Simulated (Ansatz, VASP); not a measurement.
## KCl: VASP beside Ansatz

```
CELL_PARAMETERS angstrom
3.69358 0.00000 0.00000
0.00000 3.69358 0.00000
0.00000 0.00000 3.69358
ATOMIC_POSITIONS crystal
K 0.00000 0.00000 0.00000
Cl 0.50000 0.50000 0.50000
```

Change from the starting cell: volume scaled by 1.05.

Alike in both runs: task single point; functional PBE; k mesh 7 × 7 × 7; occupations fermi-dirac, width 0.01 eV; no spin polarisation.

```csv
,VASP,Ansatz
version,VASP 6.6.1,Ansatz 0.2.0
potentials or method,"VASP PAW PBE potentials, release 64 (K_sv, Cl), cutoff 520 eV","all-electron LAPW, scalar-relativistic"
```

|  | VASP | Ansatz | Ansatz less VASP |
| --- | --- | --- | --- |
| gap on the k mesh at the Fermi level (eV) | 5.35 | 5.35 | +0.002 |
| pressure (GPa) | 2.8 | 2.8 | -0.04 |

Ansatz ran all-electron here, and VASP with PAW potentials.
